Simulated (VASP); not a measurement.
# SnW3 (I4/mmm) in VASP: single point with PBE

Aim: the single point of SnW3 with PBE.

All numbers are computed with VASP 6.6.1; they aren't measurements. Logs are shortened: lines on timing, memory, paths and dates and some standing lists are left out, and cuts for length are marked.

## 1. The cell of the first run

Symmetry: I4/mmm, No. 139, tetragonal system. The conventional cell has a = 4.048 Å, b = 4.048 Å, c = 9.042 Å, α = 90.00°, β = 90.00°, γ = 90.00°. Within 3.8 Å of Sn (site symmetry 4/mmm) lie 12 W at 2.86 to 3.03 Å. W (site symmetry 4/mmm) has 4 Sn at 2.86 Å and 8 W at 3.03 Å within 3.8 Å. Within 3.8 Å of W (site symmetry -4m2) lie 8 W at 2.86 to 3.03 Å and 4 Sn at 3.03 Å.

## 2. Single point, PBE

INCAR

```
SYSTEM = SnW3
PREC = Accurate
ENCUT = 500
EDIFF = 1E-6
ISMEAR = 0
SIGMA = 0.1
LREAL = .FALSE.
LASPH = .TRUE.
NELM = 120
ALGO = Normal
ISIF = 2
LWAVE = .FALSE.
LCHARG = .FALSE.
GGA = PE
NBANDS = 36
GGA_COMPAT = .FALSE.
```

KPOINTS

```
Automatic mesh
0
G
  6 6 6
  0 0 0
```

POSCAR

```
SnW3
1.0
   -2.0239077718      2.0239077718      4.5209368409
    2.0239077718     -2.0239077718      4.5209368409
    2.0239077718      2.0239077718     -4.5209368409
Sn W
1 3
Direct
    0.0000000000      0.0000000000      0.0000000000
    0.5000000000      0.5000000000      0.0000000000
    0.2500000000      0.7500000000      0.5000000000
    0.7500000000      0.2500000000      0.5000000000
```

Potentials or basis: VASP PAW PBE potentials, release 64 (Sn_d, W_sv).

The run is started by

```console
> cat potpaw_PBE.64/Sn_d/POTCAR potpaw_PBE.64/W_sv/POTCAR > POTCAR
> mpirun -np 1 vasp_std > vasp.out
```

OUTCAR:

```text
SYSTEM = SnW3
   PREC = Accurate
   ENCUT = 500
   EDIFF = 1E-6
   ISMEAR = 0
   LREAL = .FALSE.
   LASPH = .TRUE.
   NELM = 120
   ISIF = 2
   GGA = PE

 ion  position               nearest neighbor table
   1  0.000  0.000  0.000-   2 2.86   2 2.86   2 2.86   2 2.86   4 3.03   3 3.03   4 3.03   3 3.03
                             4 3.03   4 3.03   3 3.03   3 3.03
   2  0.500  0.500  0.000-   1 2.86   1 2.86   1 2.86   1 2.86   4 3.03   3 3.03   4 3.03   3 3.03
                             3 3.03   3 3.03   4 3.03   4 3.03
   3  0.250  0.750  0.500-   4 2.86   4 2.86   4 2.86   4 2.86   2 3.03   1 3.03   2 3.03   1 3.03
                             1 3.03   1 3.03   2 3.03   2 3.03
   4  0.750  0.250  0.500-   3 2.86   3 2.86   3 2.86   3 2.86   2 3.03   1 3.03   2 3.03   1 3.03
                             2 3.03   2 3.03   1 3.03   1 3.03

  LATTYP: Found a body centered tetragonal cell.
 ALAT       =     4.0478155436
 C/A-ratio  =     2.2337662338

  Lattice vectors:

 A1 = (  -2.0239077718,   2.0239077718,   4.5209368409)
 A2 = (   2.0239077718,  -2.0239077718,   4.5209368409)
 A3 = (   2.0239077718,   2.0239077718,  -4.5209368409)

Analysis of symmetry for initial positions (statically):
=====================================================================
 Subroutine PRICEL returns:
 Original cell was already a primitive cell.

 Routine SETGRP: Setting up the symmetry group for a
 body centered tetragonal supercell.

 Subroutine GETGRP returns: Found 16 space group operations
 (whereof 16 operations were pure point group operations)
 out of a pool of 16 trial point group operations.

The static configuration has the point symmetry D_4h.

Analysis of symmetry for dynamics (positions and initial velocities):
=====================================================================
 Subroutine PRICEL returns:
 Original cell was already a primitive cell.

 Routine SETGRP: Setting up the symmetry group for a
 body centered tetragonal supercell.

 Subroutine GETGRP returns: Found 16 space group operations
 (whereof 16 operations were pure point group operations)
 out of a pool of 16 trial point group operations.

The dynamic configuration has the point symmetry D_4h.

 Subroutine INISYM returns: Found 16 space group operations
 (whereof 16 operations are pure point group operations),
 and found     1 'primitive' translations

----------------------------------------------------------------------------------------

                                     Primitive cell

  volume of cell :      74.0747

  direct lattice vectors                    reciprocal lattice vectors
    -2.023907772  2.023907772  4.520936841     0.000000000  0.247046830  0.110596546
     2.023907772 -2.023907772  4.520936841     0.247046830  0.000000000  0.110596546
     2.023907772  2.023907772 -4.520936841     0.247046830  0.247046830  0.000000000

  length of vectors
     5.350820055  5.350820055  5.350820055     0.270672740  0.270672740  0.349376978

  position of ions in fractional coordinates (direct lattice)
     0.000000000  0.000000000  0.000000000
     0.500000000  0.500000000  0.000000000
     0.250000000  0.750000000  0.500000000
     0.750000000  0.250000000  0.500000000

  ion indices of the primitive-cell ions
   primitive index   ion index
                 1           1
                 2           2
                 3           3
                 4           4

----------------------------------------------------------------------------------------

 KPOINTS: Automatic mesh

Automatic generation of k-mesh.
 Grid dimensions read from file:
 generate k-points for:    6    6    6

 Generating k-lattice:

  Cartesian coordinates                     Fractional coordinates (reciprocal lattice)
     0.000000000  0.041174472  0.018432758     0.166666667 -0.000000000  0.000000000
     0.041174472  0.000000000  0.018432758    -0.000000000  0.166666667  0.000000000
     0.041174472  0.041174472  0.000000000     0.000000000  0.000000000  0.166666667

  Length of vectors
     0.045112123  0.045112123  0.058229496

  Shift w.r.t. Gamma in fractional coordinates (k-lattice)
     0.000000000  0.000000000  0.000000000

 Subroutine IBZKPT returns following result:
 ===========================================

 Found     30 irreducible k-points:

 Following reciprocal coordinates:
            Coordinates               Weight
  0.000000  0.000000  0.000000      1.000000
  0.166667 -0.000000  0.000000      8.000000
  0.333333  0.000000  0.000000      8.000000
  0.500000  0.000000 -0.000000      4.000000
  0.166667  0.166667  0.000000      8.000000
  0.333333  0.166667  0.000000     16.000000
[... 16 lines left out ...]
 -0.333333 -0.333333  0.166667      8.000000
 -0.166667 -0.333333  0.166667      8.000000
 [... further k-points ...]
   k-points           NKPTS =     30   k-points in BZ     NKDIM =     30   number of bands    NBANDS=     36
   number of dos      NEDOS =    301   number of ions     NIONS =      4
   total plane-waves  NPLWV =  64000
   dimension x,y,z NGX =    40 NGY =   40 NGZ =   40
   dimension x,y,z NGXF=    80 NGYF=   80 NGZF=   80
   ions per type =               1   3
   NGX,Y,Z   is equivalent  to a cutoff of  12.43, 12.43, 12.43 a.u.
   NGXF,Y,Z  is equivalent  to a cutoff of  24.86, 24.86, 24.86 a.u.
 SYSTEM =  SnW3
   PREC   = accura    normal or accurate (medium, high low for compatibility)
   ISTART =      0    job   : 0-new  1-cont  2-samecut
   ICHARG =      2    charge: 1-file 2-atom 10-const
   ISPIN  =      1    spin polarized calculation?
   LNONCOLLINEAR =      F non collinear calculations
   LSORBIT =      F    spin-orbit coupling
   LASPH  =      T    aspherical Exc in radial PAW
   ENCUT  =  500.0 eV  36.75 Ry    6.06 a.u.   9.76  9.76  9.76*2*pi/ulx,y,z
   NELM   =    120;   NELMIN=  2; NELMDL= -5     # of ELM steps
   EDIFF  = 0.1E-05   stopping-criterion for ELM
   LREAL  =      F    real-space projection
   EDIFFG = 0.1E-04   stopping-criterion for IOM
   NSW    =      0    number of steps for IOM
   IBRION =     -1    ionic relax: 0-MD 1-quasi-New 2-CG
   NFREE  =      0    steps in history (QN), initial steepest desc. (CG)
   ISIF   =      2    stress and relaxation
   ISYM   =      2    0-nonsym 1-usesym 2-fastsym
   POTIM  = 0.5000    time-step for ionic-motion
   TEBEG  =    0.0;   TEEND  =   0.0 temperature during run
   PSTRESS=    0.0 pullay stress
   NELECT =      56.0000    total number of electrons
   NUPDOWN=      -1.0000    fix difference up-down
   EMIN   =  10.00;   EMAX   =-10.00  energy-range for DOS
   EFERMI =   0.00;   METHOD = LEGACY
   ISMEAR =     0;   SIGMA  =   0.10  broadening in eV -4-tet -1-fermi 0-gaus
   EFERMI_NEDOS =   21; number of points for ismear=-14 and -15
   IALGO  =     38    algorithm
   IMIX   =      4    mixing-type and parameters
     AMIX     =   0.40;   BMIX     =  1.00
     AMIX_MAG =   1.60;   BMIX_MAG =  1.00
  volume/ion in A,a.u.               =      18.52       124.97
  Fermi-wavevector in a.u.,A,eV,Ry     =   1.491354  2.818251 30.261237  2.224138
  Thomas-Fermi vector in A             =   2.604020
   LORBIT       =      0    0 simple, 1 ext, 2 COOP (PROOUT), +10 PAW based schemes
   GGA     = PE    functional components
   LHFCALC =     F    Hartree Fock is set to
   AEXX    =    0.0000 exact exchange contribution
   IVDW    =     0    specifies the selected vdW correction
   LEPSILON=     F    determine dielectric tensor
   LRPA    =     F    only Hartree local field effects (RPA)
 non-spin polarized calculation
 Gauss-broadening in eV      SIGMA  =   0.10
  energy-cutoff  :      500.00
  volume of cell :       74.07
 maximum number of plane-waves:      1908
   NGX = 19   NGY = 19   NGZ = 19

 number of electron      56.0000000 magnetization

 Free energy of the ion-electron system (eV)
  ---------------------------------------------------
  ext. energy  EPLUGINS =         0.00000000
  ---------------------------------------------------
  free energy    TOTEN  =       -40.17199679 eV

  energy without entropy =      -40.14942197  energy(sigma->0) =      -40.16070938

 E-fermi :  10.3725     XC(G=0): -12.6419

 val. band max:       10.3671271692   @ k =   0.5000   0.5000   0.3333
 cond. band min:      10.3735344897   @ k =  -0.1667   0.1667   0.0000
 fundamental gap:      0.0064073205
 Fermi energy:        10.3724836962

 k-point     1 :       0.0000    0.0000    0.0000
  band No.  band energies     occupation
      1     -63.9049      2.00000
      2     -63.8349      2.00000
      3     -63.7853      2.00000
      4     -28.2802      2.00000
      5     -28.2712      2.00000
      6     -28.2712      2.00000
[... 28 lines left out ...]
     35      14.4094      0.00000
     36      14.4094      0.00000

 k-point     2 :       0.1667   -0.0000    0.0000
  band No.  band energies     occupation
      1     -63.8999      2.00000
      2     -63.8393      2.00000
      3     -63.7858      2.00000
      4     -28.2825      2.00000
      5     -28.2414      2.00000
      6     -28.2226      2.00000
[... 28 lines left out ...]
     35      14.3757      0.00000
     36      15.1806      0.00000

 k-point     3 :       0.3333    0.0000    0.0000
  band No.  band energies     occupation
      1     -63.8864      2.00000
      2     -63.8514      2.00000
      3     -63.7870      2.00000
      4     -28.2322      2.00000
      5     -28.1718      2.00000
      6     -28.1627      2.00000
[... 28 lines left out ...]
     35      13.2506      0.00000
     36      14.6224      0.00000
[... 742 lines left out ...]
 k-point    23 :      -0.3333   -0.3333    0.1667
  band No.  band energies     occupation
      1     -63.8935      2.00000
      2     -63.8431      2.00000
      3     -63.7884      2.00000
      4     -28.3156      2.00000
      5     -28.1886      2.00000
      6     -28.1756      2.00000
[... 28 lines left out ...]
     35      13.6968      0.00000
     36      14.1941      0.00000

 k-point    24 :      -0.1667   -0.3333    0.1667
  band No.  band energies     occupation
      1     -63.8984      2.00000
      2     -63.8393      2.00000
      3     -63.7874      2.00000
      4     -28.2659      2.00000
      5     -28.2597      2.00000
      6     -28.2149      2.00000
[... 28 lines left out ...]
     35      14.1203      0.00000
     36      14.5068      0.00000

 [... further k-points ...]
[... 5 lines left out ...]
  --------------------------------------------------------------------------------------
  -------------------------------------------------------------------------------------
  Total       -5.9357625     -5.9357625     -9.0648325      0.0000000      0.0000000     -0.0000000
  in kB     -128.3858699   -128.3858699   -196.0651922      0.0000000      0.0000000     -0.0000000
  external PRESSURE =    -150.9456440 kB  Pullay stress =       0.0000000 kB

 VOLUME and BASIS-vectors are now :
 -----------------------------------------------------------------------------
  energy-cutoff  :      500.00
  volume of cell :       74.07
      direct lattice vectors                 reciprocal lattice vectors
    -2.023907772  2.023907772  4.520936841     0.000000000  0.247046830  0.110596546
     2.023907772 -2.023907772  4.520936841     0.247046830  0.000000000  0.110596546
     2.023907772  2.023907772 -4.520936841     0.247046830  0.247046830  0.000000000

 POSITION                                       TOTAL-FORCE (eV/Angst)
 -----------------------------------------------------------------------------------
      0.00000      0.00000      0.00000         0.000000     -0.000000     -0.000000
      0.00000      0.00000      4.52094         0.000000     -0.000000     -0.000000
      2.02391     -0.00000      2.26047        -0.000000      0.000000     -0.000000
     -0.00000      2.02391      2.26047        -0.000000     -0.000000      0.000000
 -----------------------------------------------------------------------------------
    total drift:                               -0.000000     -0.000000      0.000000

  FREE ENERGIE OF THE ION-ELECTRON SYSTEM (eV)
  ---------------------------------------------------
  free  energy   TOTEN  =       -40.1719967924 eV

  energy  without entropy=      -40.1494219718  energy(sigma->0) =      -40.16070938
```

It took 39 s on 1 thread of Intel Xeon 6975P-C (Granite Rapids), shared host; peak memory 0.26 GiB.

What came out:

| Property | Result |
| --- | --- |
| Free energy | -40.1720 eV |
| Pressure | -15.1 GPa |
| Band gap on the k mesh | zero (bands 28 and 29 overlap by 0.34 eV) |

Caveat: the stress differs along the axes, from -20 to -13 GPa; spin-orbit coupling is left out, which moves the levels of the heavy elements.
